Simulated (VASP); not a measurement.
# Sb: electric field gradients with PBEsol

Sb:

```
CELL_PARAMETERS angstrom
3.41333 0.00000 0.00000
-1.70667 2.95603 0.00000
0.00000 0.00000 5.40014
ATOMIC_POSITIONS crystal
Sb 0.33333 0.66667 0.25000
Sb 0.66667 0.33333 0.75000
```

This cell differs from its parent crystal: volume scaled by 1.04.

```yaml
Program: VASP 6.6.1
Task: electric field gradients
Functional: PBEsol
Potentials_or_basis: VASP PAW PBE potentials, release 64 (Sb)
Cutoff: 520 eV
k_mesh: 12 × 12 × 7
Occupations: fermi-dirac, width 0.05 eV
Spin: no spin polarisation
Dipole_correction: no
Further_INCAR_settings: ALGO = Normal; EDIFF = 1e-08; NBANDS = 12
```

```
Pressure               : -2.6 GPa
Band gap on the k mesh : zero (band 5 reaches 12.05 eV, above the bottom of band 6 at 5.43 eV)
```

Stress tensor (GPa, compression positive):
```
-2.26  0.00  0.00
 0.00 -2.26  0.00
 0.00  0.00 -3.42
```

Levels at points of the mesh, in eV from the Fermi level:
```tsv
k point	band 1	band 2	band 3	band 4	band 5	band 6	band 7	band 8	band 9	band 10
(0.00, 0.00, 0.00)	-12.88	-8.89	-5.73	3.14	3.14	4.86	4.86	5.71	7.21	8.74
(0.50, 0.00, 0.00)	-9.49	-8.14	-4.20	-2.83	-2.31	-0.16	0.10	3.58	4.21	7.37
```

Electric field gradients, principal values (V/Å²):
```tsv
atom	least	middle	greatest (by size)
1 Sb	-11.052	-11.052	22.105
2 Sb	-11.052	-11.052	22.105
```

Run time: 15 s on 1 thread of Intel(R) Xeon(R) 6975P-C (Granite Rapids), with other jobs on the host, peak memory 0.2 GiB.

Caveat: without QUAD_EFG the Cq values of the log hold for a quadrupole moment of 1 mb, not for the nuclei; the PAW data sets were made with another functional, which shifts forces and pressure a little; spin-orbit coupling is left out, which moves the levels of the heavy elements.
